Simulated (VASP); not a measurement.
# W (Im-3m) in VASP: further runs

The runs below take W through single point, relaxation of cell and atoms, with LDA.

Program: VASP 6.6.1. These are calculated values, not measurements. Logs are shortened: lines on timing, memory, paths and dates and some standing lists are left out, and cuts for length are marked.

### 1 The cell of the first run

The structure is cubic, space group Im-3m (No. 229). The conventional cell has a = 3.135 Å, b = 3.135 Å, c = 3.135 Å, α = 90.00°, β = 90.00°, γ = 90.00°. Within 3.6 Å of W (site symmetry m-3m) lie 14 W at 2.72 to 3.14 Å.

### 2 Single point, LDA

Contents of INCAR:

```
PREC = Accurate ; ENCUT = 520
EDIFF = 1E-7 ; ISMEAR = 0
SIGMA = 0.3 ; LREAL = False
LASPH = True ; NELM = 100
ALGO = Fast ; ISIF = 2
LWAVE = False ; LCHARG = False
NBANDS = 13
```

Contents of KPOINTS:

```
regular mesh
0
Gamma
  32 32 32
```

Contents of POSCAR:

```
W
1.0
   -1.5676765859      1.5676765859      1.5676765859
    1.5676765859     -1.5676765859      1.5676765859
    1.5676765859      1.5676765859     -1.5676765859
W
1
Direct
    0.0000000000      0.0000000000      0.0000000000
```

Potentials or basis: VASP PAW LDA potentials, release 64 (W_sv).

Started as:

```console
cat potpaw_LDA.64/W_sv/POTCAR > POTCAR
mpirun -np 1 vasp_std > vasp.out
```

OUTCAR:

```text
PREC = Accurate
   ENCUT = 520
   EDIFF = 1E-7
   ISMEAR = 0
   LREAL = False
   LASPH = True
   NELM = 100
   ISIF = 2

 ion  position               nearest neighbor table
   1  0.000  0.000  0.000-

  LATTYP: Found a body centered cubic cell.
 ALAT       =     3.1353531718

  Lattice vectors:

 A1 = (  -1.5676765859,   1.5676765859,   1.5676765859)
 A2 = (   1.5676765859,  -1.5676765859,   1.5676765859)
 A3 = (   1.5676765859,   1.5676765859,  -1.5676765859)

Analysis of symmetry for initial positions (statically):
=====================================================================
 Subroutine PRICEL returns:
 Original cell was already a primitive cell.

 Routine SETGRP: Setting up the symmetry group for a
 body centered cubic supercell.

 Subroutine GETGRP returns: Found 48 space group operations
 (whereof 48 operations were pure point group operations)
 out of a pool of 48 trial point group operations.

The static configuration has the point symmetry O_h .

Analysis of symmetry for dynamics (positions and initial velocities):
=====================================================================
 Subroutine PRICEL returns:
 Original cell was already a primitive cell.

 Routine SETGRP: Setting up the symmetry group for a
 body centered cubic supercell.

 Subroutine GETGRP returns: Found 48 space group operations
 (whereof 48 operations were pure point group operations)
 out of a pool of 48 trial point group operations.

The dynamic configuration has the point symmetry O_h .

 Subroutine INISYM returns: Found 48 space group operations
 (whereof 48 operations are pure point group operations),
 and found     1 'primitive' translations

----------------------------------------------------------------------------------------

                                     Primitive cell

  volume of cell :      15.4109

  direct lattice vectors                    reciprocal lattice vectors
    -1.567676586  1.567676586  1.567676586     0.000000000  0.318943336  0.318943336
     1.567676586 -1.567676586  1.567676586     0.318943336  0.000000000  0.318943336
     1.567676586  1.567676586 -1.567676586     0.318943336  0.318943336  0.000000000

  length of vectors
     2.715295497  2.715295497  2.715295497     0.451053991  0.451053991  0.451053991

  position of ions in fractional coordinates (direct lattice)
     0.000000000  0.000000000  0.000000000

  ion indices of the primitive-cell ions
   primitive index   ion index
                 1           1

----------------------------------------------------------------------------------------

 KPOINTS: regular mesh

Automatic generation of k-mesh.
 Grid dimensions read from file:
 generate k-points for:   32   32   32

 Generating k-lattice:

  Cartesian coordinates                     Fractional coordinates (reciprocal lattice)
     0.000000000  0.009966979  0.009966979     0.031250000  0.000000000  0.000000000
     0.009966979  0.000000000  0.009966979     0.000000000  0.031250000  0.000000000
     0.009966979  0.009966979  0.000000000     0.000000000  0.000000000  0.031250000

  Length of vectors
     0.014095437  0.014095437  0.014095437

  Shift w.r.t. Gamma in fractional coordinates (k-lattice)
     0.000000000  0.000000000  0.000000000

 Subroutine IBZKPT returns following result:
 ===========================================

 Found    897 irreducible k-points:

 Following reciprocal coordinates:
            Coordinates               Weight
  0.000000  0.000000  0.000000      1.000000
  0.031250  0.000000  0.000000     12.000000
  0.062500  0.000000  0.000000     12.000000
  0.093750  0.000000  0.000000     12.000000
  0.125000  0.000000  0.000000     12.000000
  0.156250  0.000000  0.000000     12.000000
[... 16 lines left out ...]
  0.187500  0.031250  0.000000     48.000000
  0.218750  0.031250  0.000000     48.000000
 [... further k-points ...]
   k-points           NKPTS =    897   k-points in BZ     NKDIM =    897   number of bands    NBANDS=     13
   number of dos      NEDOS =    301   number of ions     NIONS =      1
   total plane-waves  NPLWV =   8000
   dimension x,y,z NGX =    20 NGY =   20 NGZ =   20
   dimension x,y,z NGXF=    40 NGYF=   40 NGZF=   40
   ions per type =               1
   NGX,Y,Z   is equivalent  to a cutoff of  12.25, 12.25, 12.25 a.u.
   NGXF,Y,Z  is equivalent  to a cutoff of  24.49, 24.49, 24.49 a.u.
 SYSTEM =  unknown system
   PREC   = accura    normal or accurate (medium, high low for compatibility)
   ISTART =      0    job   : 0-new  1-cont  2-samecut
   ICHARG =      2    charge: 1-file 2-atom 10-const
   ISPIN  =      1    spin polarized calculation?
   LNONCOLLINEAR =      F non collinear calculations
   LSORBIT =      F    spin-orbit coupling
   LASPH  =      T    aspherical Exc in radial PAW
   ENCUT  =  520.0 eV  38.22 Ry    6.18 a.u.   5.05  5.05  5.05*2*pi/ulx,y,z
   NELM   =    100;   NELMIN=  2; NELMDL= -5     # of ELM steps
   EDIFF  = 0.1E-06   stopping-criterion for ELM
   LREAL  =      F    real-space projection
   EDIFFG = 0.1E-05   stopping-criterion for IOM
   NSW    =      0    number of steps for IOM
   IBRION =     -1    ionic relax: 0-MD 1-quasi-New 2-CG
   NFREE  =      0    steps in history (QN), initial steepest desc. (CG)
   ISIF   =      2    stress and relaxation
   ISYM   =      2    0-nonsym 1-usesym 2-fastsym
   POTIM  = 0.5000    time-step for ionic-motion
   TEBEG  =    0.0;   TEEND  =   0.0 temperature during run
   PSTRESS=    0.0 pullay stress
   NELECT =      14.0000    total number of electrons
   NUPDOWN=      -1.0000    fix difference up-down
   EMIN   =  10.00;   EMAX   =-10.00  energy-range for DOS
   EFERMI =   0.00;   METHOD = LEGACY
   ISMEAR =     0;   SIGMA  =   0.30  broadening in eV -4-tet -1-fermi 0-gaus
   EFERMI_NEDOS =   21; number of points for ismear=-14 and -15
   IALGO  =     68    algorithm
   IMIX   =      4    mixing-type and parameters
     AMIX     =   0.40;   BMIX     =  1.00
     AMIX_MAG =   1.60;   BMIX_MAG =  1.00
  volume/ion in A,a.u.               =      15.41       104.00
  Fermi-wavevector in a.u.,A,eV,Ry     =   1.585530  2.996217 34.203745  2.513904
  Thomas-Fermi vector in A             =   2.684980
   LORBIT       =      0    0 simple, 1 ext, 2 COOP (PROOUT), +10 PAW based schemes
   GGA     = CA    functional components
   LHFCALC =     F    Hartree Fock is set to
   AEXX    =    0.0000 exact exchange contribution
   IVDW    =     0    specifies the selected vdW correction
   LEPSILON=     F    determine dielectric tensor
   LRPA    =     F    only Hartree local field effects (RPA)
 non-spin polarized calculation
 RMM-DIIS sequential band-by-band and
 Gauss-broadening in eV      SIGMA  =   0.30
  energy-cutoff  :      520.00
  volume of cell :       15.41
 maximum number of plane-waves:       429
   NGX =  9   NGY =  9   NGZ =  9

 number of electron      14.0000004 magnetization

 Free energy of the ion-electron system (eV)
  ---------------------------------------------------
  ext. energy  EPLUGINS =         0.00000000
  ---------------------------------------------------
  free energy    TOTEN  =       -14.11499503 eV

  energy without entropy =      -14.09270963  energy(sigma->0) =      -14.10385233

 E-fermi :  11.7515     XC(G=0): -13.9883

 val. band max:       11.7507778033   @ k =  -0.1250   0.1875   0.0312
 cond. band min:      11.7538083722   @ k =  -0.4375   0.5000   0.2812
 fundamental gap:      0.0030305688
 Fermi energy:        11.7514542508

 k-point     1 :       0.0000    0.0000    0.0000
  band No.  band energies     occupation
      1     -61.9775      2.00000
      2     -25.7405      2.00000
      3     -25.7405      2.00000
      4     -25.7405      2.00000
      5       2.0365      2.00000
      6      10.4253      2.00000
      7      10.4253      2.00000
      8      10.4253      2.00000
      9      13.9896      0.00000
     10      13.9896      0.00000
     11      26.3716      0.00000
     12      26.3716      0.00000
     13      26.3716      0.00000

 k-point     2 :       0.0312    0.0000    0.0000
  band No.  band energies     occupation
      1     -61.9761      2.00000
      2     -25.7556      2.00000
      3     -25.7452      2.00000
      4     -25.7406      2.00000
      5       2.0862      2.00000
      6      10.3947      2.00000
      7      10.4195      2.00000
      8      10.4729      2.00000
      9      13.9377      0.00000
     10      13.9896      0.00000
     11      26.4154      0.00000
     12      26.4553      0.00000
     13      26.4988      0.00000

 k-point     3 :       0.0625    0.0000    0.0000
  band No.  band energies     occupation
      1     -61.9717      2.00000
      2     -25.8001      2.00000
      3     -25.7589      2.00000
      4     -25.7408      2.00000
      5       2.2335      2.00000
      6      10.3056      2.00000
      7      10.3990      2.00000
      8      10.6155      2.00000
      9      13.7977      0.00000
     10      13.9905      0.00000
     11      26.5411      0.00000
     12      26.7037      0.00000
     13      26.8627      0.00000

 k-point     4 :       0.0938    0.0000    0.0000
  band No.  band energies     occupation
      1     -61.9645      2.00000
      2     -25.8719      2.00000
      3     -25.7812      2.00000
      4     -25.7413      2.00000
      5       2.4727      2.00000
      6      10.1647      2.00000
      7      10.3552      2.00000
      8      10.8514      1.99998
      9      13.6106      0.00000
     10      13.9948      0.00000
     11      26.7299      0.00000
     12      27.1095      0.00000
     13      27.4127      0.00000

 k-point     5 :       0.1250    0.0000    0.0000
  band No.  band energies     occupation
      1     -61.9548      2.00000
      2     -25.9675      2.00000
      3     -25.8111      2.00000
      4     -25.7418      2.00000
      5       2.7942      2.00000
      6       9.9822      2.00000
      7      10.2778      2.00000
      8      11.1782      1.99311
      9      13.4280      0.00000
     10      14.0057      0.00000
     11      26.9461      0.00000
     12      27.6619      0.00000
     13      28.0680      0.00000

 k-point     6 :       0.1562    0.0000    0.0000
  band No.  band energies     occupation
      1     -61.9430      2.00000
      2     -26.0824      2.00000
      3     -25.8472      2.00000
      4     -25.7425      2.00000
      5       3.1832      2.00000
      6       9.7696      2.00000
      7      10.1630      2.00000
      8      11.5923      1.54683
      9      13.2962      0.00000
     10      14.0272      0.00000
     11      27.1295      0.00000
     12      28.3481      0.00000
     13      28.7068      0.00000

 k-point     7 :       0.1875    0.0000    0.0000
  band No.  band energies     occupation
      1     -61.9295      2.00000
      2     -26.2115      2.00000
      3     -25.8882      2.00000
      4     -25.7434      2.00000
      5       3.6186      2.00000
      6       9.5387      2.00000
      7      10.0241      2.00000
      8      12.0889      0.11170
      9      13.2415      0.00000
     10      14.0629      0.00000
     11      27.1955      0.00000
     12      29.1432      0.00000
     13      29.1546      0.00000
[... 193 lines left out ...]
 k-point    20 :       0.0938    0.0312    0.0000
  band No.  band energies     occupation
      1     -61.9589      2.00000
      2     -25.9280      2.00000
      3     -25.7924      2.00000
      4     -25.7469      2.00000
      5       2.6589      2.00000
      6      10.0797      2.00000
      7      10.2793      2.00000
      8      11.0530      1.99901
      9      13.4768      0.00000
     10      14.0175      0.00000
     11      26.8582      0.00000
     12      27.4587      0.00000
     13      27.7742      0.00000

 k-point    21 :       0.1250    0.0312    0.0000
  band No.  band energies     occupation
      1     -61.9482      2.00000
      2     -26.0326      2.00000
      3     -25.8259      2.00000
      4     -25.7476      2.00000
      5       3.0152      2.00000
      6       9.8800      2.00000
      7      10.1834      2.00000
      8      11.4261      1.87495
      9      13.3120      0.00000
     10      14.0426      0.00000
     11      27.0820      0.00000
     12      28.0459      0.00000
     13      28.4307      0.00000

 k-point    22 :       0.1562    0.0312    0.0000
  band No.  band energies     occupation
      1     -61.9355      2.00000
      2     -26.1537      2.00000
      3     -25.8653      2.00000
      4     -25.7485      2.00000
      5       3.4296      2.00000
      6       9.6566      2.00000
      7      10.0549      2.00000
      8      11.8836      0.53318
      9      13.2132      0.00000
     10      14.0795      0.00000
     11      27.2324      0.00000
     12      28.7452      0.00000
     13      28.9885      0.00000

 k-point    23 :       0.1875    0.0312    0.0000
  band No.  band energies     occupation
      1     -61.9214      2.00000
      2     -26.2862      2.00000
      3     -25.9088      2.00000
      4     -25.7494      2.00000
      5       3.8775      2.00000
      6       9.4211      2.00000
      7       9.9164      2.00000
      8      12.4197      0.00163
      9      13.1965      0.00000
     10      14.1307      0.00000
     11      27.2117      0.00000
     12      29.2042      0.00000
     13      29.5779      0.00000

 k-point    24 :       0.2187    0.0312    0.0000
  band No.  band energies     occupation
      1     -61.9064      2.00000
      2     -26.4244      2.00000
      3     -25.9546      2.00000
      4     -25.7504      2.00000
      5       4.3251      2.00000
      6       9.1842      2.00000
      7       9.8113      2.00000
      8      13.0204      0.00000
      9      13.2636      0.00000
     10      14.1975      0.00000
     11      26.9594      0.00000
     12      28.9836      0.00000
     13      30.4800      0.00000

 [... further k-points ...]
[... 5 lines left out ...]
  --------------------------------------------------------------------------------------
  -------------------------------------------------------------------------------------
  Total        0.1874241      0.1874241      0.1874241      0.0000000     -0.0000000     -0.0000000
  in kB       19.4852802     19.4852802     19.4852802      0.0000000     -0.0000000     -0.0000000
  external PRESSURE =      19.4852802 kB  Pullay stress =       0.0000000 kB

 VOLUME and BASIS-vectors are now :
 -----------------------------------------------------------------------------
  energy-cutoff  :      520.00
  volume of cell :       15.41
      direct lattice vectors                 reciprocal lattice vectors
    -1.567676586  1.567676586  1.567676586     0.000000000  0.318943336  0.318943336
     1.567676586 -1.567676586  1.567676586     0.318943336  0.000000000  0.318943336
     1.567676586  1.567676586 -1.567676586     0.318943336  0.318943336  0.000000000

 POSITION                                       TOTAL-FORCE (eV/Angst)
 -----------------------------------------------------------------------------------
      0.00000      0.00000      0.00000         0.000000     -0.000000      0.000000
 -----------------------------------------------------------------------------------
    total drift:                                0.000000     -0.000000      0.000000

  FREE ENERGIE OF THE ION-ELECTRON SYSTEM (eV)
  ---------------------------------------------------
  free  energy   TOTEN  =       -14.1149950292 eV

  energy  without entropy=      -14.0927096347  energy(sigma->0) =      -14.10385233
```

It took 64 s on 1 thread of Intel Xeon 6975P-C (Granite Rapids), shared host; peak memory 0.26 GiB.

Results:

* Free energy: -14.1150 eV
* Pressure: 1.9 GPa
* Band gap on the k mesh: zero (bands 7 and 8 overlap by 6.66 eV)

Levels at points of the mesh, in eV from the Fermi level:
| k point | band 4 | band 5 | band 6 | band 7 | band 8 | band 9 | band 10 | band 11 |
| --- | --- | --- | --- | --- | --- | --- | --- | --- |
| (0.00, 0.00, 0.00) | -37.49 | -9.71 | -1.33 | -1.33 | -1.33 | 2.24 | 2.24 | 14.62 |
| (0.50, 0.00, 0.00) | -37.50 | -6.46 | -3.74 | 0.92 | 2.16 | 3.15 | 6.37 | 11.54 |
| (0.50, 0.50, 0.50) | -38.49 | -6.10 | -6.10 | 5.34 | 5.34 | 5.34 | 8.57 | 8.57 |

Caveat: so wide a smearing shifts energies and pressures; spin-orbit coupling is left out, which moves the levels of the heavy elements.

[end of part 1 of 2]
